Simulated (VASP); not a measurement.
# LiH (I4/mmm) in VASP: a series of runs

LiH is run at these levels: r2SCAN, HSE06; tasks: single point.

Everything below comes from runs of VASP 6.6.1. Logs are shortened: lines on timing, memory, paths and dates and some standing lists are left out, and cuts for length are marked.

### 1 The cell of the first run

Symmetry: I4/mmm, No. 139, tetragonal system. The conventional cell has a = 2.833 Å, b = 2.833 Å, c = 4.171 Å, α = 90.00°, β = 90.00°, γ = 90.00°. Li (site symmetry 4/mmm) has 6 H at 2.00 to 2.09 Å within 2.7 Å. H (site symmetry 4/mmm) has 6 Li at 2.00 to 2.09 Å within 2.7 Å.

### 2 Single point, r2SCAN (uniaxial x strain +4.1%)

Input file POSCAR:

```
LiH
1.0
    0.0000000000      2.0029948923      2.0029948923
    2.0853179824      0.0000000000      2.0029948923
    2.0853179824      2.0029948923      0.0000000000
Li H
1 1
Direct
    0.0000000000      0.0000000000      0.0000000000
    0.5000000000      0.5000000000      0.5000000000
```

Input file INCAR.step1:

```
PREC = Accurate
ENCUT = 520
ISMEAR = 0
SIGMA = 0.01
LREAL = F
LASPH = T
NELM = 80
NBANDS = 9
GGA = PE
ALGO = Normal
EDIFF = 1E-4
LWAVE = T
LCHARG = F
```

Input file INCAR.step2:

```
PREC = Accurate
ENCUT = 520
EDIFF = 1E-7
ISMEAR = 0
SIGMA = 0.01
LREAL = F
LASPH = T
NELM = 80
ALGO = Normal
ISIF = 2
LWAVE = F
LCHARG = T
METAGGA = R2SCAN
LMIXTAU = T
LELF = T
LVHAR = T
NBANDS = 9
ISTART = 1
```

Input file KPOINTS:

```
Automatic mesh
0
Gamma
  10 10 10
```

Potentials or basis: VASP PAW PBE potentials, release 64 (Li_sv, H).

On the command line:

```sh
cat potpaw_PBE.64/Li_sv/POTCAR potpaw_PBE.64/H/POTCAR > POTCAR
cp INCAR.step1 INCAR
mpirun -np 1 vasp_std > vasp.out
cp INCAR.step2 INCAR
mpirun -np 1 vasp_std > vasp.out
```

OUTCAR:

```text
PREC = Accurate
   ENCUT = 520
   EDIFF = 1E-7
   ISMEAR = 0
   LREAL = F
   LASPH = T
   NELM = 80
   ISIF = 2
   METAGGA = R2SCAN
   ISTART = 1

 ion  position               nearest neighbor table
   1  0.000  0.000  0.000-
   2  0.500  0.500  0.500-

  LATTYP: Found a body centered tetragonal cell.
 ALAT       =     2.8326625421
 C/A-ratio  =     1.4723377398

  Lattice vectors:

 A1 = (   2.0853179824,   0.0000000000,   2.0029948923)
 A2 = (   2.0853179824,   0.0000000000,  -2.0029948923)
 A3 = (  -2.0853179824,   2.0029948923,   0.0000000000)

Analysis of symmetry for initial positions (statically):
=====================================================================
 Subroutine PRICEL returns:
 Original cell was already a primitive cell.

 Routine SETGRP: Setting up the symmetry group for a
 body centered tetragonal supercell.

 Subroutine GETGRP returns: Found 16 space group operations
 (whereof 16 operations were pure point group operations)
 out of a pool of 16 trial point group operations.

The static configuration has the point symmetry D_4h.

Analysis of symmetry for dynamics (positions and initial velocities):
=====================================================================
 Subroutine PRICEL returns:
 Original cell was already a primitive cell.

 Routine SETGRP: Setting up the symmetry group for a
 body centered tetragonal supercell.

 Subroutine GETGRP returns: Found 16 space group operations
 (whereof 16 operations were pure point group operations)
 out of a pool of 16 trial point group operations.

The dynamic configuration has the point symmetry D_4h.

 Subroutine INISYM returns: Found 16 space group operations
 (whereof 16 operations are pure point group operations),
 and found     1 'primitive' translations

----------------------------------------------------------------------------------------

                                     Primitive cell

  volume of cell :      16.7325

  direct lattice vectors                    reciprocal lattice vectors
     0.000000000  2.002994892  2.002994892    -0.239771586  0.249626198  0.249626198
     2.085317982  0.000000000  2.002994892     0.239771586 -0.249626198  0.249626198
     2.085317982  2.002994892  0.000000000     0.239771586  0.249626198 -0.249626198

  length of vectors
     2.832662542  2.891459774  2.891459774     0.426751557  0.426751557  0.426751557

  position of ions in fractional coordinates (direct lattice)
     0.000000000  0.000000000  0.000000000
     0.500000000  0.500000000  0.500000000

  ion indices of the primitive-cell ions
   primitive index   ion index
                 1           1
                 2           2

----------------------------------------------------------------------------------------

 KPOINTS: Automatic mesh

Automatic generation of k-mesh.
 Grid dimensions read from file:
 generate k-points for:   10   10   10

 Generating k-lattice:

  Cartesian coordinates                     Fractional coordinates (reciprocal lattice)
    -0.023977159  0.024962620  0.024962620     0.100000000 -0.000000000 -0.000000000
     0.023977159 -0.024962620  0.024962620     0.000000000  0.100000000  0.000000000
     0.023977159  0.024962620 -0.024962620     0.000000000  0.000000000  0.100000000

  Length of vectors
     0.042675156  0.042675156  0.042675156

  Shift w.r.t. Gamma in fractional coordinates (k-lattice)
     0.000000000  0.000000000  0.000000000

 Subroutine IBZKPT returns following result:
 ===========================================

 Found    102 irreducible k-points:

 Following reciprocal coordinates:
            Coordinates               Weight
  0.000000  0.000000  0.000000      1.000000
  0.100000  0.000000  0.000000      8.000000
  0.200000  0.000000  0.000000      8.000000
  0.300000  0.000000  0.000000      8.000000
  0.400000  0.000000  0.000000      8.000000
  0.500000  0.000000  0.000000      4.000000
[... 16 lines left out ...]
  0.300000  0.300000  0.000000      4.000000
  0.400000  0.300000 -0.000000     16.000000
 [... further k-points ...]
   k-points           NKPTS =    102   k-points in BZ     NKDIM =    102   number of bands    NBANDS=      9
   number of dos      NEDOS =    301   number of ions     NIONS =      2
   total plane-waves  NPLWV =  13824
   dimension x,y,z NGX =    24 NGY =   24 NGZ =   24
   dimension x,y,z NGXF=    48 NGYF=   48 NGZF=   48
   ions per type =               1   1
   NGX,Y,Z   is equivalent  to a cutoff of  14.09, 13.80, 13.80 a.u.
   NGXF,Y,Z  is equivalent  to a cutoff of  28.17, 27.60, 27.60 a.u.
 SYSTEM =  unknown system
   PREC   = accura    normal or accurate (medium, high low for compatibility)
   ISTART =      1    job   : 0-new  1-cont  2-samecut
   ICHARG =      0    charge: 1-file 2-atom 10-const
   ISPIN  =      1    spin polarized calculation?
   LNONCOLLINEAR =      F non collinear calculations
   LSORBIT =      F    spin-orbit coupling
   LASPH  =      T    aspherical Exc in radial PAW
   ENCUT  =  520.0 eV  38.22 Ry    6.18 a.u.   5.27  5.38  5.38*2*pi/ulx,y,z
   NELM   =     80;   NELMIN=  2; NELMDL=  0     # of ELM steps
   EDIFF  = 0.1E-06   stopping-criterion for ELM
   LREAL  =      F    real-space projection
   EDIFFG = 0.1E-05   stopping-criterion for IOM
   NSW    =      0    number of steps for IOM
   IBRION =     -1    ionic relax: 0-MD 1-quasi-New 2-CG
   NFREE  =      0    steps in history (QN), initial steepest desc. (CG)
   ISIF   =      2    stress and relaxation
   ISYM   =      2    0-nonsym 1-usesym 2-fastsym
   POTIM  = 0.5000    time-step for ionic-motion
   TEBEG  =    0.0;   TEEND  =   0.0 temperature during run
   PSTRESS=    0.0 pullay stress
   NELECT =       4.0000    total number of electrons
   NUPDOWN=      -1.0000    fix difference up-down
   EMIN   =  10.00;   EMAX   =-10.00  energy-range for DOS
   EFERMI =   0.00;   METHOD = LEGACY
   ISMEAR =     0;   SIGMA  =   0.01  broadening in eV -4-tet -1-fermi 0-gaus
   EFERMI_NEDOS =   21; number of points for ismear=-14 and -15
   IALGO  =     38    algorithm
   IMIX   =      4    mixing-type and parameters
     AMIX     =   0.40;   BMIX     =  1.00
     AMIX_MAG =   1.60;   BMIX_MAG =  1.00
  volume/ion in A,a.u.               =       8.37        56.46
  Fermi-wavevector in a.u.,A,eV,Ry     =   1.016032  1.920023 14.045588  1.032322
  Thomas-Fermi vector in A             =   2.149353
   LORBIT       =      0    0 simple, 1 ext, 2 COOP (PROOUT), +10 PAW based schemes
   METAGGA = R2SCAN    functional components
   LHFCALC =     F    Hartree Fock is set to
   AEXX    =    0.0000 exact exchange contribution
   IVDW    =     0    specifies the selected vdW correction
   LEPSILON=     F    determine dielectric tensor
   LRPA    =     F    only Hartree local field effects (RPA)
 non-spin polarized calculation
 Gauss-broadening in eV      SIGMA  =   0.01
  energy-cutoff  :      520.00
  volume of cell :       16.73
 maximum number of plane-waves:       461
 NGX is ok and might be reduce to    24
   NGX = 11   NGY = 11   NGZ = 11

 number of electron       4.0000000 magnetization

 Free energy of the ion-electron system (eV)
  ---------------------------------------------------
  ext. energy  EPLUGINS =         0.00000000
  ---------------------------------------------------
  free energy    TOTEN  =        -6.81078737 eV

  energy without entropy =       -6.81078737  energy(sigma->0) =       -6.81078737

 E-fermi :  -0.1212     XC(G=0):  -8.6902

 val. band max:       -0.2600206838   @ k =   0.5000   0.5000   0.0000
 cond. band min:       2.8907778925   @ k =   0.0000   0.5000   0.5000
 fundamental gap:      3.1507985763
 Fermi energy:        -0.1212340476

 k-point     1 :       0.0000    0.0000    0.0000
  band No.  band energies     occupation
      1     -46.1273      2.00000
      2      -5.6614      2.00000
      3      16.7051      0.00000
      4      18.5032      0.00000
      5      18.5036      0.00000
      6      18.8835      0.00000
      7      22.8500      0.00000
      8      23.0902      0.00000
      9      23.0902      0.00000

 k-point     2 :       0.1000    0.0000    0.0000
  band No.  band energies     occupation
      1     -46.1235      2.00000
      2      -5.4833      2.00000
      3      15.0786      0.00000
      4      17.5672      0.00000
      5      18.1581      0.00000
      6      18.2427      0.00000
      7      22.7608      0.00000
      8      23.9330      0.00000
      9      23.9673      0.00000

 k-point     3 :       0.2000    0.0000    0.0000
  band No.  band energies     occupation
      1     -46.1139      2.00000
      2      -4.9654      2.00000
      3      11.7096      0.00000
      4      16.2050      0.00000
      5      17.4733      0.00000
      6      17.6343      0.00000
      7      22.8959      0.00000
      8      23.9136      0.00000
      9      24.4217      0.00000

 k-point     4 :       0.3000    0.0000    0.0000
  band No.  band energies     occupation
      1     -46.1018      2.00000
      2      -4.1726      2.00000
      3       8.5149      0.00000
      4      15.0931      0.00000
      5      17.0260      0.00000
      6      17.4078      0.00000
      7      20.8521      0.00000
      8      22.1105      0.00000
      9      25.4464      0.00000
[... 205 lines left out ...]
 k-point    22 :      -0.2000    0.2000   -0.0000
  band No.  band energies     occupation
      1     -46.0980      2.00000
      2      -3.8416      2.00000
      3       9.9671      0.00000
      4       9.9856      0.00000
      5      16.4497      0.00000
      6      17.7938      0.00000
      7      22.0626      0.00000
      8      24.4782      0.00000
      9      26.1706      0.00000

 k-point    23 :       0.3000    0.3000    0.0000
  band No.  band energies     occupation
      1     -46.0925      2.00000
      2      -3.3898      2.00000
      3       9.0284      0.00000
      4      12.3044      0.00000
      5      12.6630      0.00000
      6      15.7905      0.00000
      7      18.4055      0.00000
      8      29.0503      0.00000
      9      30.4236      0.00000

 k-point    24 :       0.4000    0.3000   -0.0000
  band No.  band energies     occupation
      1     -46.0849      2.00000
      2      -2.4956      2.00000
      3       7.0800      0.00000
      4      10.7307      0.00000
      5      12.0104      0.00000
      6      16.6177      0.00000
      7      18.3569      0.00000
      8      29.5227      0.00000
      9      31.0627      0.00000

 [... further k-points ...]

------------------------ aborting loop because EDIFF is reached ----------------------------------------

  FORCE on cell =-STRESS in cart. coord.  units (eV):
  Direction    XX          YY          ZZ          XY          YZ          ZX
  --------------------------------------------------------------------------------------
  -------------------------------------------------------------------------------------
  Total       -0.3475512     -0.0946522     -0.0946522      0.0000000      0.0000000     -0.0000000
  in kB      -33.2787852     -9.0631543     -9.0631543      0.0000000      0.0000000     -0.0000000
  external PRESSURE =     -17.1350312 kB  Pullay stress =       0.0000000 kB

 VOLUME and BASIS-vectors are now :
 -----------------------------------------------------------------------------
  energy-cutoff  :      520.00
  volume of cell :       16.73
      direct lattice vectors                 reciprocal lattice vectors
     0.000000000  2.002994892  2.002994892    -0.239771586  0.249626198  0.249626198
     2.085317982  0.000000000  2.002994892     0.239771586 -0.249626198  0.249626198
     2.085317982  2.002994892  0.000000000     0.239771586  0.249626198 -0.249626198

 POSITION                                       TOTAL-FORCE (eV/Angst)
 -----------------------------------------------------------------------------------
      0.00000      0.00000      0.00000         0.000000     -0.000000      0.000000
      2.08532      2.00299      2.00299        -0.000000      0.000000     -0.000000
 -----------------------------------------------------------------------------------
    total drift:                                0.000000     -0.000000     -0.000000

  FREE ENERGIE OF THE ION-ELECTRON SYSTEM (eV)
  ---------------------------------------------------
  free  energy   TOTEN  =        -6.8107873655 eV

  energy  without entropy=       -6.8107873655  energy(sigma->0) =       -6.81078737
```

It took 57 s on 1 thread of Intel Xeon Platinum 8259CL at 2.50GHz (Skylake/Cascade Lake), shared host; peak memory 0.14 GiB.

What came out:

| Quantity | Value |
| --- | --- |
| Free energy | -6.8108 eV |
| Band gap on the k mesh | 3.15 eV (least direct gap 3.46 eV) |

Caveat: the cell differs from its parent crystal (uniaxial x strain +4.1%); the cutoff is under 1.25 times the usual one of these potentials, so pressure, stress and relaxed cells hold a basis-set (Pulay) error; the PAW data sets were made with another functional, which shifts forces and pressure a little.

### 3 Single point, HSE06 (uniaxial x strain +4.1%)

POSCAR is that of step 2.

Input file INCAR.step1:

```
SYSTEM = LiH
PREC     = Accurate       ! precision mode
ENCUT    = 520            ! plane-wave cutoff, eV
EDIFF    = 1E-5           ! SCF threshold, eV
ISMEAR   = 0              ! smearing method
SIGMA    = 0.01           ! smearing width, eV
LREAL    = .FALSE.        ! projectors in reciprocal space
LASPH    = .TRUE.         ! aspherical terms in the spheres
NELM     = 100            ! most SCF steps
ALGO     = Normal         ! electronic algorithm
ISIF     = 2              ! what is computed and relaxed
LWAVE    = .TRUE.         ! write WAVECAR
NBANDS   = 9              ! bands
GGA      = PE             ! functional
```

Input file INCAR.step2:

```
SYSTEM = LiH
PREC     = Accurate       ! precision mode
ENCUT    = 520            ! plane-wave cutoff, eV
EDIFF    = 1E-6           ! SCF threshold, eV
ISMEAR   = 0              ! smearing method
SIGMA    = 0.01           ! smearing width, eV
LREAL    = .FALSE.        ! projectors in reciprocal space
LASPH    = .TRUE.         ! aspherical terms in the spheres
NELM     = 100            ! most SCF steps
ALGO     = Normal         ! electronic algorithm
ISIF     = 2              ! what is computed and relaxed
LWAVE    = .FALSE.        ! write WAVECAR
LCHARG   = .TRUE.         ! write CHGCAR
GGA      = PE             ! functional
LHFCALC  = .TRUE.         ! exact exchange
HFSCREEN = 0.2079         ! screening, 1/A
PRECFOCK = Normal       
LELF     = .TRUE.         ! ELF
LVHAR    = .TRUE.       
NBANDS   = 9              ! bands
ISTART   = 1
```

Input file KPOINTS:

```
regular mesh
0
G
  8 8 8
  0 0 0
```

Potentials or basis: VASP PAW PBE potentials, release 64 (Li_sv, H).

On the command line:

```sh
cat potpaw_PBE.64/Li_sv/POTCAR potpaw_PBE.64/H/POTCAR > POTCAR
cp INCAR.step1 INCAR
mpirun -np 1 vasp_std > vasp.out
cp INCAR.step2 INCAR
mpirun -np 1 vasp_std > vasp.out
```

It took 7.5 min on 1 thread of Intel Xeon Platinum 8259CL at 2.50GHz (Skylake/Cascade Lake), shared host; peak memory 0.25 GiB.

Results (log left out):

| Property | Result |
| --- | --- |
| Free energy | -6.7784 eV |
| Band gap on the k mesh | 3.53 eV (least direct gap 3.87 eV) |

Levels at points of the mesh, in eV from the valence-band top:
| k point | band 1 | band 2 | band 3 | band 4 | band 5 | band 6 |
| --- | --- | --- | --- | --- | --- | --- |
| (0.00, 0.00, 0.00) | -47.44 | -6.02 | 17.27 | 18.86 | 18.86 | 19.17 |
| (0.50, 0.00, 0.00) | -47.39 | -2.87 | 5.75 | 14.68 | 17.31 | 17.94 |
| (0.50, 0.50, 0.00) | -47.38 | 0.00 | 4.07 | 11.49 | 11.83 | 14.73 |
| (0.00, 0.50, 0.50) | -47.39 | -0.34 | 3.53 | 12.30 | 12.30 | 15.35 |

Caveat: the cell differs from its parent crystal (uniaxial x strain +4.1%); the cutoff is under 1.25 times the usual one of these potentials, so pressure, stress and relaxed cells hold a basis-set (Pulay) error; the PAW data sets were made with another functional, which shifts forces and pressure a little.
